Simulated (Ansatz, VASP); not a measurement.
**Two plane-wave programs on NaCl**

File INCAR:

```
SYSTEM = NaCl
PREC = Accurate ; ENCUT = 520
EDIFF = 1E-6 ; ISMEAR = 0
SIGMA = 0.05 ; LREAL = .False.
LASPH = .True. ; NELM = 100
ALGO = Normal ; ISIF = 2
LWAVE = .False. ; LCHARG = .False.
GGA = PE ; NBANDS = 14
```

Contents of KPOINTS:

```
regular mesh
0
Gamma
  8 8 8
  0 0 0
```

POSCAR

```
NaCl
1.0
    0.0000000000      2.8317500000      2.7184800000
    2.8317500000      0.0000000000      2.7184800000
    2.8317500000      2.8317500000      0.0000000000
Na Cl
1 1
Direct
    0.0000000000      0.0000000000      0.0000000000
    0.5000000000      0.5000000000      0.5000000000
```

Input for Ansatz:

```yaml
crystal:
  lattice:
    - [0.0, 2.83175, 2.71848]
    - [2.83175, 0.0, 2.71848]
    - [2.83175, 2.83175, 0.0]
  atoms:
    - { symbol: Na, position: [0.0, 0.0, 0.0] }
    - { symbol: Cl, position: [0.5, 0.5, 0.5] }
basis:
  ecutwfc: 420
kpoints:
  mp_grid: { grid: [8, 8, 8] }
hamiltonian:
  xc: pbe
scf:
  occupations: { method: gaussian, width: 0.05 }
output:
  forces: true
  stress: true
  eigenvalues: true
```

Change from the starting cell: strain +0.000 along x and y, -0.040 along z, atoms carried along.

Alike in both runs: task single point; functional PBE; k mesh 8 × 8 × 8; occupations gaussian, width 0.05 eV; no spin polarisation.

|  | VASP | Ansatz |
| --- | --- | --- |
| version | VASP 6.6.1 | Ansatz 0.2.0 |
| potentials or method | VASP PAW PBE potentials, release 64 (Na_pv, Cl), cutoff 520 eV | scalar-relativistic, plane waves, PAW |
| valence electrons in the cell | 14 | 16 |

|  | VASP | Ansatz | Ansatz less VASP |
| --- | --- | --- | --- |
| gap on the k mesh at the Fermi level (eV) | 5.21 | 5.21 | 0.000 |
| least direct gap on the mesh (eV) | 5.21 | 5.21 | 0.000 |
| pressure (GPa) | 1.7 | 1.7 | +0.02 |
| traceless stress, the component that is largest in VASP (GPa) | 1.45 | 1.44 | -0.012 |

The functional is the same, so the differences come from potentials, cutoffs and numerics. VASP's potentials hold 14 valence electrons a cell and Ansatz's 16, so a difference there can come from the potentials and not from the codes.
